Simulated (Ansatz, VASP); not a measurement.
One calculation of MgCdC4N4, two programs

```
Mg Cd C N
1.0
     6.26472    0.00000    0.00000
     0.00000    6.26472    0.00000
     0.00000    0.00000    6.26472
Mg Cd C N
1 1 4 4
Cartesian
  3.1324 3.1324 3.1324
  0.0000 0.0000 0.0000
  1.2825 1.2825 1.2825
  1.2825 4.9822 4.9822
  4.9822 1.2825 4.9822
  4.9822 4.9822 1.2825
  1.9544 1.9544 1.9544
  1.9544 4.3103 4.3103
  4.3103 1.9544 4.3103
  4.3103 4.3103 1.9544
```

Alike in both runs: functional PBE; k mesh 4 × 4 × 4; occupations gaussian, width 0.1 eV; no spin polarisation.

Ansatz relaxed the structure, and its values are those at the end. VASP's run is a single point on that final structure, the one shown.

|  | VASP | Ansatz |
| --- | --- | --- |
| version | VASP 6.6.1 | Ansatz 0.2.0 |
| potentials or method | VASP PAW PBE potentials, release 64 (Mg, Cd, C, N), cutoff 520 eV | scalar-relativistic, plane waves, PAW |
| valence electrons in the cell | 50 | 66 |

|  | VASP | Ansatz | Ansatz less VASP |
| --- | --- | --- | --- |
| gap on the k mesh at the Fermi level (eV) | 6.15 | 6.15 | -0.002 |
| least direct gap on the mesh (eV) | 6.28 | 6.28 | -0.001 |
| pressure (GPa) | 0.7 | 0.3 | -0.41 |
| rms of the force components (eV/Å) | 0.204 | 0.010 | -0.1945 |

One of these differences is far larger than is usual between the two programs; its cause wasn't traced. VASP's potentials hold 50 valence electrons a cell and Ansatz's 66, so a difference there can come from the potentials and not from the codes.

Noted on VASP's run: the standard files for N, O and F lose accuracy on very short bonds.
